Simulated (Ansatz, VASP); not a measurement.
**Two plane-wave programs on HfN**

File INCAR:

```
PREC = Accurate ; ENCUT = 600
EDIFF = 1E-7 ; ISMEAR = -1
SIGMA = 0.05 ; LREAL = F
LASPH = T ; NELM = 120
ALGO = Normal ; ISIF = 3
LWAVE = F ; LCHARG = F
GGA = PE ; IVDW = 12
IBRION = 2 ; NSW = 60
EDIFFG = -0.01 ; GGA_COMPAT = F
NELMIN = 4
```

The input KPOINTS:

```
Automatic mesh
0
Gamma
  10 10 10
```

File POSCAR:

```
HfN
1.0
    0.0000000000      2.2560000000      2.2560000000
    2.2560000000      0.0000000000      2.2560000000
    2.2560000000      2.2560000000      0.0000000000
Hf N
1 1
Direct
    0.0000000000      0.0000000000      0.0000000000
    0.5000000000      0.5000000000      0.5000000000
```

File input.yaml:

```yaml
crystal:
  lattice:
    - [0.0, 2.256, 2.256]
    - [2.256, 0.0, 2.256]
    - [2.256, 2.256, 0.0]
  atoms:
    - { symbol: Hf, position: [0.0, 0.0, 0.0] }
    - { symbol: "N", position: [0.5, 0.5, 0.5] }
hamiltonian:
  xc: pbe
  pseudopotentials: { kind: paw }
  dispersion: d3bj
kpoints:
  mp_grid: { grid: [10, 10, 10] }
scf:
  occupations: { method: fermi_dirac, width: 0.05 }
output:
  forces: true
  stress: true
relax:
  f_tol: 0.01
  max_steps: 40
  cell: { stress_tol: 0.05 }
```

Alike in both runs: task relaxation of cell and atoms; functional PBE; dispersion D3(BJ); k mesh 10 × 10 × 10; occupations fermi-dirac, width 0.05 eV; no spin polarisation.

|  | VASP | Ansatz |
| --- | --- | --- |
| version | VASP 6.6.1 | Ansatz 0.2.0 |
| potentials or method | VASP PAW PBE potentials, release 64 (Hf_pv, N) | Ansatz PAW |
| plane-wave cutoff (eV) | 600 | 420 |
| valence electrons in the cell | 15 | 31 |

Ansatz gave:

| Property | Result |
| --- | --- |
| relaxed volume (Å³/atom) | 11.52 |
| relaxed length of the cell vector where the two differ most in proportion (Å) | 3.194 |

Task: Which values does VASP return?

Result: Relaxed volume (Å³/atom): 11.42; relaxed length of the cell vector where the two differ most in proportion (Å): 3.185.

VASP's potentials hold 15 valence electrons a cell and Ansatz's 31, so a difference there can come from the potentials and not from the codes.

Spin-orbit coupling is off throughout. Noted on Ansatz's run: the plane-wave basis is chosen anew once the cell has moved, so the energies of steps on either side of that aren't comparable.
